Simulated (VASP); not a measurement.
# Zr: relaxation of cell and atoms with PBE

The system is Zr.

```xyz
1
Lattice="2.5280 0.0000 0.0000 0.0000 2.5280 0.0000 0.0000 0.0000 2.5280" Properties=species:S:1:pos:R:3 pbc="T T T"
Zr    0.0000    0.0000    0.0000
```

```
Program                : VASP 6.6.1
Task                   : relaxation of cell and atoms
Functional             : PBE
Potentials or basis    : VASP PAW PBE potentials, release 64 (Zr_sv)
Cutoff                 : 600 eV
k mesh                 : 15 × 15 × 15
Occupations            : fermi-dirac, width 0.05 eV
Spin                   : no spin polarisation
Target pressure        : 64 GPa
Dipole correction      : no
Further INCAR settings : ALGO = Normal; EDIFF = 1e-07; IBRION = 2; EDIFFG = -0.005; NSW = 32; ISIF = 3
```

The relaxed volume is 16.19 Å³/atom, the relaxed cell is a = 2.530 Å, b = 2.530 Å, c = 2.530 Å, α = 90.00°, β = 90.00°, γ = 90.00° and the space group after relaxing (to 0.05 Å) is Pm-3m (No. 221). The energy change on relaxing (the enthalpy is what falls) is -14.8 meV/atom, the ionic steps are 3 and the pressure after relaxing is 64.0 GPa. The band gap on the k mesh is zero (band 6 reaches 14.61 eV, above the bottom of band 7 at 10.14 eV).

The path:
| step | energy change (eV) | largest force (eV/Å) | pressure (GPa) | volume (Å³) |
| --- | --- | --- | --- | --- |
| 1 | 0.0000 | 0.0000 | 64.63 | 16.16 |
| 2 | -0.0585 | 0.0000 | 62.17 | 16.30 |
| 3 | -0.0148 | 0.0000 | 64.00 | 16.19 |

Final structure:
```yaml
crystal:
  lattice:
    - [2.52992, 0.00000, 0.00000]
    - [0.00000, 2.52992, 0.00000]
    - [0.00000, 0.00000, 2.52992]
  atoms:
    - { symbol: Zr, position: [0.00000, 0.00000, 0.00000] }
```

Levels at points of the mesh, in eV from the Fermi level:
```
           k point  band 4  band 5  band 6  band 7  band 8  band 9
(0.00, 0.00, 0.00)  -24.87   -5.29   -3.15   -3.15    8.59    8.59
```

It took 31 s on 1 thread of Intel Xeon 6975P-C, with other jobs on the host, peak memory 0.14 GiB.

Caveat: the cell is relaxed towards a set pressure, so the enthalpy falls and the energy may rise.
